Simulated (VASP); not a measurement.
Write the native input for VASP 6.6.1 that does the following.

| Quantity | Value |
| --- | --- |
| Task | single point |
| Functional | PBEsol |
| Potentials or basis | VASP PAW PBE potentials, release 64 (W_sv, C, Br) |
| Cutoff | 520 eV |
| k mesh | 3 × 3 × 1 |
| Occupations | gaussian, width 0.1 eV |
| Spin | no spin polarisation |
| Dipole correction | no |
| Further INCAR settings | LREAL = Auto; ALGO = Normal; EDIFF = 1e-06; NBANDS = 90 |

The structure of W8C8Br lies in POSCAR:

```
W8C8Br
1.0
    5.7986000000      0.0000000000      0.0000000000
   -2.8993000000      5.0217350000      0.0000000000
    0.0000000000      0.0000000000     16.2471000000
W C Br
8 8 1
Direct
    0.0000000000      0.0000000000      0.0615493842
    0.0006511112      0.0015215857      0.2356898770
   -0.0000000498      0.4999999004      0.0615493842
    0.0006521864      0.4993628696      0.2356902463
    0.5000000000      0.0000000000      0.0615493842
    0.4999475113      0.0000647187      0.2360784386
    0.4999999502      0.4999999004      0.0615493842
    0.4984868628      0.4993632679      0.2356909849
    0.3332677942      0.1667487432      0.1416548799
    0.3320562199      0.1679447442      0.3038994651
    0.3332519453      0.6665887388      0.1416561725
    0.3320333966      0.6642437325      0.3038987265
    0.8334148791      0.1667497389      0.1416602963
    0.8357683110      0.1679664498      0.3038963877
    0.8333046516      0.6666817345      0.1433266244
    0.8332725159      0.6667374921      0.3121216709
   -0.1668374523      0.6668593624      0.4271717414
```

The input as run:

INCAR

```
PREC = Accurate
ENCUT = 520
EDIFF = 1E-6
ISMEAR = 0
SIGMA = 0.1
LREAL = Auto
LASPH = T
NELM = 80
ALGO = Normal
ISIF = 2
LWAVE = F
LCHARG = F
GGA = PS
NBANDS = 90
```

KPOINTS

```
regular mesh
0
Gamma
  3 3 1
```

Potentials or basis: VASP PAW PBE potentials, release 64 (W_sv, C, Br).

Run with:

```console
$ cat potpaw_PBE.64/W_sv/POTCAR potpaw_PBE.64/C/POTCAR potpaw_PBE.64/Br/POTCAR > POTCAR
$ mpirun -np 1 vasp_std > vasp.out
```

Results of the run:

```yaml
Largest_force: 0.150 eV/Å
Band_gap_on_the_k_mesh: zero (an odd number of electrons rules out a gap without spin polarisation)
```

Caveat: the k points lie up to 0.42 Å⁻¹ apart, too coarse for converged energies and pressures of a metal; there is no dipole correction, which matters where the two faces differ; the PAW data sets were made with another functional, which shifts forces and pressure a little; spin-orbit coupling is left out, which moves the levels of the heavy elements; an odd number of electrons without spin polarisation forces a metal; a magnetic or distorted state may lie lower.

Wall time 8.9 min on 1 thread of Intel(R) Xeon(R) Platinum 8488C (Sapphire Rapids) (shared host), peak memory 0.67 GiB.
